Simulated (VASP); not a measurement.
# AlN (Imm2) in VASP: a series of runs

The runs below take AlN through single point, with PBE.

Everything below comes from runs of VASP 6.6.1. Logs are shortened: lines on timing, memory, paths and dates and some standing lists are left out, and cuts for length are marked.

**1. The cell of the first run**

Symmetry: Imm2, No. 44, orthorhombic system. The conventional cell has a = 3.082 Å, b = 3.145 Å, c = 4.403 Å, α = 90.00°, β = 90.00°, γ = 90.00°. Within 2.5 Å of Al (site symmetry mm2) lie 4 N at 1.89 to 1.92 Å. N (site symmetry mm2) has 4 Al at 1.89 to 1.92 Å within 2.5 Å.

**2. Single point, PBE (strain -0.0200 x Voigt [0, 0, 0, 1, 0, 0])**

File INCAR:

```
SYSTEM = AlN
ALGO = Normal
EDIFF = 1E-6
ENCUT = 520
GGA = PE
ISIF = 2
ISMEAR = 0
LASPH = .True.
LCHARG = .False.
LREAL = .False.
LWAVE = .False.
NBANDS = 11
NELM = 100
PREC = Accurate
SIGMA = 0.05
```

File KPOINTS:

```
k-points
0
Gamma
  10 10 10
  0 0 0
```

File POSCAR:

```
AlN
1.0
    0.0000000000      2.1795712334      2.1795712334
    2.2015871044     -0.0220158710      2.2015871044
    2.2015871044      2.2015871044     -0.0220158710
Al N
1 1
Direct
    0.0000000000      0.0000000000      0.0000000000
    0.7500000000      0.7500000000      0.7500000000
```

Potentials or basis: VASP PAW PBE potentials, release 64 (Al, N).

Run with:

```bash
$ cat potpaw_PBE.64/Al/POTCAR potpaw_PBE.64/N/POTCAR > POTCAR
$ mpirun -np 1 vasp_std > vasp.out
```

OUTCAR:

```text
SYSTEM = AlN
   EDIFF = 1E-6
   ENCUT = 520
   GGA = PE
   ISIF = 2
   ISMEAR = 0
   LASPH = .True.
   LREAL = .False.
   NELM = 100
   PREC = Accurate

 ion  position               nearest neighbor table
   1  0.000  0.000  0.000-   2 1.89   2 1.89   2 1.92   2 1.92
   2  0.750  0.750  0.750-   1 1.89   1 1.89   1 1.92   1 1.92

  LATTYP: Found a body centered orthorhombic cell.
 ALAT       =     3.0823791984
 B/A-ratio  =     1.0202020202
 C/A-ratio  =     1.4284985478

  Lattice vectors:

 A1 = (  -2.2015871044,   0.0220158710,  -2.2015871044)
 A2 = (  -2.2015871044,  -0.0220158710,   2.2015871044)
 A3 = (   2.2015871044,   2.2015871044,  -0.0220158710)

Analysis of symmetry for initial positions (statically):
=====================================================================
 Subroutine PRICEL returns:
 Original cell was already a primitive cell.

 Routine SETGRP: Setting up the symmetry group for a
 body centered orthorhombic supercell.

 Subroutine GETGRP returns: Found  4 space group operations
 (whereof  4 operations were pure point group operations)
 out of a pool of  8 trial point group operations.

The static configuration has the point symmetry C_2v.

Analysis of symmetry for dynamics (positions and initial velocities):
=====================================================================
 Subroutine PRICEL returns:
 Original cell was already a primitive cell.

 Routine SETGRP: Setting up the symmetry group for a
 body centered orthorhombic supercell.

 Subroutine GETGRP returns: Found  4 space group operations
 (whereof  4 operations were pure point group operations)
 out of a pool of  8 trial point group operations.

The dynamic configuration has the point symmetry C_2v.

 Subroutine INISYM returns: Found  4 space group operations
 (whereof  4 operations are pure point group operations),
 and found     1 'primitive' translations

----------------------------------------------------------------------------------------

                                     Primitive cell

  volume of cell :      21.3400

  direct lattice vectors                    reciprocal lattice vectors
     0.000000000  2.179571233  2.179571233    -0.227108888  0.229402918  0.229402918
     2.201587104 -0.022015871  2.201587104     0.227108888 -0.224860286  0.224860286
     2.201587104  2.201587104 -0.022015871     0.227108888  0.224860286 -0.224860286

  length of vectors
     3.082379198  3.113592179  3.113592179     0.396017480  0.390771984  0.390771984

  position of ions in fractional coordinates (direct lattice)
[... 83 lines left out ...]
   IBRION =     -1    ionic relax: 0-MD 1-quasi-New 2-CG
   NFREE  =      0    steps in history (QN), initial steepest desc. (CG)
   ISIF   =      2    stress and relaxation
   ISYM   =      2    0-nonsym 1-usesym 2-fastsym
   POTIM  = 0.5000    time-step for ionic-motion
   TEBEG  =    0.0;   TEEND  =   0.0 temperature during run
   PSTRESS=    0.0 pullay stress
   NELECT =       8.0000    total number of electrons
   NUPDOWN=      -1.0000    fix difference up-down
   EMIN   =  10.00;   EMAX   =-10.00  energy-range for DOS
   EFERMI =   0.00;   METHOD = LEGACY
   ISMEAR =     0;   SIGMA  =   0.05  broadening in eV -4-tet -1-fermi 0-gaus
   EFERMI_NEDOS =   21; number of points for ismear=-14 and -15
   IALGO  =     38    algorithm
   IMIX   =      4    mixing-type and parameters
     AMIX     =   0.40;   BMIX     =  1.00
     AMIX_MAG =   1.60;   BMIX_MAG =  1.00
  volume/ion in A,a.u.               =      10.67        72.00
  Fermi-wavevector in a.u.,A,eV,Ry     =   1.180430  2.230689 18.958550  1.393414
  Thomas-Fermi vector in A             =   2.316722
   LORBIT       =      0    0 simple, 1 ext, 2 COOP (PROOUT), +10 PAW based schemes
   GGA     = PE    functional components
   LHFCALC =     F    Hartree Fock is set to
   AEXX    =    0.0000 exact exchange contribution
   IVDW    =     0    specifies the selected vdW correction
   LEPSILON=     F    determine dielectric tensor
   LRPA    =     F    only Hartree local field effects (RPA)
 non-spin polarized calculation
 Gauss-broadening in eV      SIGMA  =   0.05
  energy-cutoff  :      520.00
  volume of cell :       21.34
 maximum number of plane-waves:       588
   NGX = 11   NGY = 11   NGZ = 11

 number of electron       8.0000001 magnetization

 Free energy of the ion-electron system (eV)
  ---------------------------------------------------
  ext. energy  EPLUGINS =         0.00000000
  ---------------------------------------------------
  free energy    TOTEN  =       -14.84171321 eV

  energy without entropy =      -14.84171321  energy(sigma->0) =      -14.84171321

 E-fermi :   6.0793     XC(G=0): -10.8294

 val. band max:        5.7986941896   @ k =   0.0000   0.0000   0.0000
 cond. band min:       9.0427220369   @ k =   0.0000   0.5000   0.5000
 fundamental gap:      3.2440278473
 Fermi energy:         6.0793296978

 k-point     1 :       0.0000    0.0000    0.0000
  band No.  band energies     occupation
      1      -9.0975      2.00000
      2       5.6957      2.00000
      3       5.7440      2.00000
      4       5.7987      2.00000
      5       9.7231      0.00000
      6      17.8138      0.00000
      7      18.0820      0.00000
      8      18.3327      0.00000
      9      23.2391      0.00000
     10      23.2505      0.00000
     11      24.4814      0.00000
[... 309 lines left out ...]
 k-point    24 :      -0.3000    0.2000   -0.0000
  band No.  band energies     occupation
      1      -7.2214      2.00000
      2       1.2391      2.00000
      3       3.5532      2.00000
      4       5.2215      2.00000
      5      13.4846      0.00000
      6      14.5678      0.00000
      7      17.2886      0.00000
      8      17.8583      0.00000
      9      21.9721      0.00000
     10      24.1079      0.00000
     11      26.6638      0.00000

 [... further k-points ...]
[... 5 lines left out ...]
  --------------------------------------------------------------------------------------
  -------------------------------------------------------------------------------------
  Total       -0.0304730     -0.0225737     -0.0225737      0.0000000      0.5713330      0.0000000
  in kB       -2.2878687     -1.6948037     -1.6948037      0.0000000     42.8949086      0.0000000
  external PRESSURE =      -1.8924920 kB  Pullay stress =       0.0000000 kB

 VOLUME and BASIS-vectors are now :
 -----------------------------------------------------------------------------
  energy-cutoff  :      520.00
  volume of cell :       21.34
      direct lattice vectors                 reciprocal lattice vectors
     0.000000000  2.179571233  2.179571233    -0.227108888  0.229402918  0.229402918
     2.201587104 -0.022015871  2.201587104     0.227108888 -0.224860286  0.224860286
     2.201587104  2.201587104 -0.022015871     0.227108888  0.224860286 -0.224860286

 POSITION                                       TOTAL-FORCE (eV/Angst)
 -----------------------------------------------------------------------------------
      0.00000      0.00000      0.00000         0.160286      0.000000      0.000000
      3.30238      3.26936      3.26936        -0.160286     -0.000000     -0.000000
 -----------------------------------------------------------------------------------
    total drift:                               -0.000619     -0.000000      0.000000

  FREE ENERGIE OF THE ION-ELECTRON SYSTEM (eV)
  ---------------------------------------------------
  free  energy   TOTEN  =       -14.8417132082 eV

  energy  without entropy=      -14.8417132082  energy(sigma->0) =      -14.84171321
```

stdout:

```text
POSCAR found type information on POSCAR AlN
 POSCAR found :  2 types and       2 ions
 scaLAPACK will be used
 LDA part: xc-table for (Slater+PW92), standard interpolation
 POSCAR, INCAR and KPOINTS ok, starting setup
 FFT: planning ... GRIDC
 FFT: planning ... GRID_SOFT
 FFT: planning ... GRID
 WAVECAR not read
 entering main loop
```

It took 13 s on 1 thread of Intel Xeon Platinum 8488C (Sapphire Rapids), shared host; peak memory 0.16 GiB.

Results:

```
Free energy            : -14.8417 eV
Pressure               : -0.2 GPa
Largest force          : 0.160 eV/Å
Band gap on the k mesh : 3.24 eV, indirect (least direct gap 3.92 eV)
```

Forces on the atoms (eV/Å):
```
Al   0.160  0.000  0.000
N   -0.160  0.000  0.000
```

Stress tensor (GPa, compression positive):
```
-0.23  0.00  0.00
 0.00 -0.17  4.29
 0.00  4.29 -0.17
```

Levels at points of the mesh, in eV from the valence-band top:
```csv
k point,band 2,band 3,band 4,band 5,band 6,band 7
"(0.00, 0.00, 0.00)",-0.10,-0.05,0.00,3.92,12.02,12.28
"(0.50, 0.00, 0.00)",-5.78,-0.58,-0.55,7.02,9.64,10.74
"(0.00, 0.50, 0.00)",-5.84,-0.51,-0.48,7.19,9.64,10.95
"(0.50, 0.50, 0.00)",-4.88,-1.80,-1.80,3.25,8.42,13.56
"(0.00, 0.50, 0.50)",-4.88,-1.92,-1.68,3.24,8.43,13.58
```

Caveat: the cell differs from its parent crystal (strain -0.0200 x Voigt [0, 0, 0, 1, 0, 0]). A k mesh can miss the band edges.

**3. Single point, PBE (strain +0.0150 x Voigt [0, 0, 0, 1, 0, 0])**

File INCAR:

```
SYSTEM = AlN
PREC     = Accurate       ! precision mode
ENCUT    = 520            ! plane-wave cutoff, eV
EDIFF    = 1E-6           ! SCF threshold, eV
ISMEAR   = 0              ! smearing method
SIGMA    = 0.05           ! smearing width, eV
LREAL    = .FALSE.        ! projectors in reciprocal space
LASPH    = .TRUE.         ! aspherical terms in the spheres
NELM     = 60             ! most SCF steps
ALGO     = Normal         ! electronic algorithm
ISIF     = 2              ! what is computed and relaxed
LWAVE    = .FALSE.        ! write WAVECAR
LCHARG   = .TRUE.         ! write CHGCAR
GGA      = PE             ! functional
LELF     = .TRUE.         ! ELF
LVHAR    = .TRUE.       
NBANDS   = 11             ! bands
```

File KPOINTS:

```
regular mesh
0
G
  10 10 10
  0 0 0
```

File POSCAR:

```
AlN
1.0
    0.0000000000      2.2180990077      2.2180990077
    2.2015871044      0.0165119033      2.2015871044
    2.2015871044      2.2015871044      0.0165119033
Al N
1 1
Direct
    0.0000000000      0.0000000000      0.0000000000
    0.7500000000      0.7500000000      0.7500000000
```

Potentials or basis: VASP PAW PBE potentials, release 64 (Al, N).

Run with:

```bash
$ cat potpaw_PBE.64/Al/POTCAR potpaw_PBE.64/N/POTCAR > POTCAR
$ mpirun -np 1 vasp_std > vasp.out
```

OUTCAR:

```text
SYSTEM = AlN
   PREC = Accurate
   ENCUT = 520
   EDIFF = 1E-6
   ISMEAR = 0
   LREAL = .FALSE.
   LASPH = .TRUE.
   NELM = 60
   ISIF = 2
   GGA = PE

 ion  position               nearest neighbor table
   1  0.000  0.000  0.000-   2 1.90   2 1.90   2 1.92   2 1.92
   2  0.750  0.750  0.750-   1 1.90   1 1.90   1 1.92   1 1.92

  LATTYP: Found a body centered orthorhombic cell.
 ALAT       =     3.0901629842
 B/A-ratio  =     1.0151133501
 C/A-ratio  =     1.4249003147

  Lattice vectors:

 A1 = (  -2.2015871044,   2.2015871044,   0.0165119033)
 A2 = (  -2.2015871044,  -2.2015871044,  -0.0165119033)
 A3 = (   2.2015871044,   0.0165119033,   2.2015871044)

Analysis of symmetry for initial positions (statically):
=====================================================================
 Subroutine PRICEL returns:
 Original cell was already a primitive cell.

 Routine SETGRP: Setting up the symmetry group for a
 body centered orthorhombic supercell.

 Subroutine GETGRP returns: Found  4 space group operations
 (whereof  4 operations were pure point group operations)
 out of a pool of  8 trial point group operations.

The static configuration has the point symmetry C_2v.

Analysis of symmetry for dynamics (positions and initial velocities):
=====================================================================
 Subroutine PRICEL returns:
 Original cell was already a primitive cell.

 Routine SETGRP: Setting up the symmetry group for a
 body centered orthorhombic supercell.

 Subroutine GETGRP returns: Found  4 space group operations
 (whereof  4 operations were pure point group operations)
 out of a pool of  8 trial point group operations.

The dynamic configuration has the point symmetry C_2v.

 Subroutine INISYM returns: Found  4 space group operations
 (whereof  4 operations are pure point group operations),
 and found     1 'primitive' translations

[... 115 lines left out ...]
  volume/ion in A,a.u.               =      10.67        72.01
  Fermi-wavevector in a.u.,A,eV,Ry     =   1.180412  2.230656 18.957997  1.393373
  Thomas-Fermi vector in A             =   2.316705
   LORBIT       =      0    0 simple, 1 ext, 2 COOP (PROOUT), +10 PAW based schemes
   GGA     = PE    functional components
   LHFCALC =     F    Hartree Fock is set to
   AEXX    =    0.0000 exact exchange contribution
   IVDW    =     0    specifies the selected vdW correction
   LEPSILON=     F    determine dielectric tensor
   LRPA    =     F    only Hartree local field effects (RPA)
 non-spin polarized calculation
 Gauss-broadening in eV      SIGMA  =   0.05
  energy-cutoff  :      520.00
  volume of cell :       21.34
 maximum number of plane-waves:       588
   NGX = 11   NGY = 11   NGZ = 11

 number of electron       8.0000001 magnetization

 Free energy of the ion-electron system (eV)
  ---------------------------------------------------
  ext. energy  EPLUGINS =         0.00000000
  ---------------------------------------------------
  free energy    TOTEN  =       -14.84421132 eV

  energy without entropy =      -14.84421132  energy(sigma->0) =      -14.84421132

 E-fermi :   6.0782     XC(G=0): -10.8293

 val. band max:        5.7849047188   @ k =   0.0000   0.0000   0.0000
 cond. band min:       9.0459016597   @ k =   0.0000   0.5000   0.5000
 fundamental gap:      3.2609969410
 Fermi energy:         6.0782307400

 k-point     1 :       0.0000    0.0000    0.0000
  band No.  band energies     occupation
      1      -9.0974      2.00000
      2       5.7077      2.00000
      3       5.7445      2.00000
      4       5.7849      2.00000
      5       9.7259      0.00000
      6      17.8767      0.00000
      7      18.0762      0.00000
      8      18.2659      0.00000
      9      23.2402      0.00000
     10      23.2466      0.00000
     11      24.5087      0.00000
[... 309 lines left out ...]
 k-point    24 :      -0.3000    0.2000   -0.0000
  band No.  band energies     occupation
      1      -7.2415      2.00000
      2       1.1904      2.00000
      3       3.6092      2.00000
      4       5.2371      2.00000
      5      13.5489      0.00000
      6      14.6055      0.00000
      7      17.2737      0.00000
      8      17.9187      0.00000
      9      21.8701      0.00000
     10      24.1638      0.00000
     11      26.7939      0.00000

 [... further k-points ...]
[... 5 lines left out ...]
  --------------------------------------------------------------------------------------
  -------------------------------------------------------------------------------------
  Total       -0.0339000     -0.0294159     -0.0294159      0.0000000     -0.4284413      0.0000000
  in kB       -2.5450556     -2.2084057     -2.2084057      0.0000000    -32.1653862      0.0000000
  external PRESSURE =      -2.3206224 kB  Pullay stress =       0.0000000 kB

 VOLUME and BASIS-vectors are now :
 -----------------------------------------------------------------------------
  energy-cutoff  :      520.00
  volume of cell :       21.34
      direct lattice vectors                 reciprocal lattice vectors
     0.000000000  2.218099008  2.218099008    -0.227108888  0.225418252  0.225418252
     2.201587104  0.016511903  2.201587104     0.227108888 -0.228825076  0.228825076
     2.201587104  2.201587104  0.016511903     0.227108888  0.228825076 -0.228825076

 POSITION                                       TOTAL-FORCE (eV/Angst)
 -----------------------------------------------------------------------------------
      0.00000      0.00000      0.00000        -0.120411     -0.000000     -0.000000
      3.30238      3.32715      3.32715         0.120411      0.000000      0.000000
 -----------------------------------------------------------------------------------
    total drift:                                0.000092     -0.000000     -0.000000

  FREE ENERGIE OF THE ION-ELECTRON SYSTEM (eV)
  ---------------------------------------------------
  free  energy   TOTEN  =       -14.8442113249 eV

  energy  without entropy=      -14.8442113249  energy(sigma->0) =      -14.84421132
```

OSZICAR:

```text
N       E                     dE             d eps       ncg     rms          rms(c)
DAV:   1     0.118012617664E+02    0.11801E+02   -0.38786E+03  3810   0.607E+02
DAV:   2    -0.162185777431E+02   -0.28020E+02   -0.26983E+02  4454   0.137E+02
DAV:   3    -0.171763035062E+02   -0.95773E+00   -0.95647E+00  4600   0.244E+01
DAV:   4    -0.171813214003E+02   -0.50179E-02   -0.50174E-02  4320   0.194E+00
DAV:   5    -0.171813822432E+02   -0.60843E-04   -0.60842E-04  4578   0.206E-01    0.851E+00
DAV:   6    -0.148527793987E+02    0.23286E+01   -0.11948E+01  4440   0.172E+01    0.280E+00
DAV:   7    -0.148508106649E+02    0.19687E-02   -0.16109E-01  4161   0.319E+00    0.203E+00
DAV:   8    -0.148456781171E+02    0.51325E-02   -0.29636E-02  4092   0.162E+00    0.591E-01
DAV:   9    -0.148441535700E+02    0.15245E-02   -0.43811E-03  4581   0.392E-01    0.234E-01
DAV:  10    -0.148441997046E+02   -0.46135E-04   -0.44898E-04  4098   0.137E-01    0.177E-02
DAV:  11    -0.148442114102E+02   -0.11706E-04   -0.11915E-05  4461   0.260E-02    0.153E-02
DAV:  12    -0.148442113249E+02    0.85289E-07   -0.50573E-07  2625   0.555E-03
   1 F= -.14844211E+02 E0= -.14844211E+02  d E =-.320512E-19
```

stdout:

```text
POSCAR found type information on POSCAR AlN
 POSCAR found :  2 types and       2 ions
 scaLAPACK will be used
 LDA part: xc-table for (Slater+PW92), standard interpolation
 POSCAR, INCAR and KPOINTS ok, starting setup
 FFT: planning ... GRIDC
 FFT: planning ... GRID_SOFT
 FFT: planning ... GRID
 WAVECAR not read
 entering main loop
```

Run time: 16 s. Hardware: 1 thread of Intel Xeon Platinum 8488C (Sapphire Rapids), shared host; peak memory 0.16 GiB.

What came out:

```yaml
Free_energy: -14.8442 eV
Pressure: -0.2 GPa
Largest_force: 0.120 eV/Å
Band_gap_on_the_k_mesh: 3.26 eV, indirect (least direct gap 3.94 eV)
```

Forces in eV/Å, atoms in the order of the input:
```
Al  -0.120  0.000  0.000
N    0.120  0.000  0.000
```

Stress tensor (GPa, compression positive):
```
-0.25  0.00  0.00
 0.00 -0.22 -3.22
 0.00 -3.22 -0.22
```

Caveat: the cell differs from its parent crystal (strain +0.0150 x Voigt [0, 0, 0, 1, 0, 0]). A k mesh can miss the band edges.

(Continued in part 2 of 2.)
